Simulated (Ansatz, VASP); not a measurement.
**Pb in VASP and in Ansatz**

```
CELL_PARAMETERS angstrom
3.61920 0.00000 0.00000
-1.80960 3.13432 0.00000
0.00000 0.00000 5.36640
ATOMIC_POSITIONS crystal
Pb 0.33333 0.66667 0.25000
Pb 0.66667 0.33333 0.75000
```

Change from the starting cell: strain +0.040 along x and y, -0.040 along z, atoms carried along.

Alike in both runs: task single point; functional PBEsol; k mesh 18 × 18 × 10; occupations gaussian, width 0.15 eV; no spin polarisation.

|  | VASP | Ansatz |
| --- | --- | --- |
| version | VASP 6.6.1 | Ansatz 0.2.0 |
| potentials or method | VASP PAW PBE potentials, release 64 (Pb_d), cutoff 520 eV | scalar-relativistic, plane waves, PAW |
| valence electrons in the cell | 28 | 28 |

|  | VASP | Ansatz | Ansatz less VASP |
| --- | --- | --- | --- |
| gap on the k mesh at the Fermi level (eV) | none | none | - |
| pressure (GPa) | -0.6 | -0.5 | +0.09 |
| traceless stress, the component that is largest in VASP (GPa) | 2.32 | 2.32 | +0.003 |

VASP's potentials were made for PBE, not for PBEsol. A gap of «none» marks a metal or a gap that the smearing closes. With one functional, cell and mesh, what is left measures potentials, basis and numerics.

Neither program's run includes spin-orbit coupling.
